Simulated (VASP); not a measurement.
Here is a VASP 6.6.1 calculation.

INCAR

```
PREC     = Accurate       # precision mode
ENCUT    = 520            # plane-wave cutoff, eV
EDIFF    = 1E-7           # SCF threshold, eV
ISMEAR   = -1             # smearing method
SIGMA    = 0.05           # smearing width, eV
LREAL    = False          # projectors in reciprocal space
LASPH    = True           # aspherical terms in the spheres
NELM     = 60             # most SCF steps
ALGO     = Normal         # electronic algorithm
ISIF     = 2              # what is computed and relaxed
LWAVE    = False          # write WAVECAR
LCHARG   = False          # write CHGCAR
GGA      = PE             # functional
NBANDS   = 16             # bands
```

The input KPOINTS:

```
Automatic mesh
0
Gamma
  12 12 12
```

File POSCAR:

```
HgTe
1.0
    0.0000000000      3.0727358057      3.0727358057
    3.0727358057      0.0000000000      3.0727358057
    3.0727358057      3.0727358057      0.0000000000
Hg Te
1 1
Direct
    0.0000000000      0.0000000000      0.0000000000
    0.5000000000      0.5000000000      0.5000000000
```

Potentials or basis: VASP PAW PBE potentials, release 64 (Hg, Te).

Launch:

```console
$ cat potpaw_PBE.64/Hg/POTCAR potpaw_PBE.64/Te/POTCAR > POTCAR
$ mpirun -np 1 vasp_std > vasp.out
```

What does it give for the band gap on the k mesh?

Zero (band 9 reaches 4.40 eV, above the bottom of band 10 at 1.97 eV).

Estimate the pressure.

0.1 GPa.

Caveat: spin-orbit coupling is left out, which moves the levels of the heavy elements.
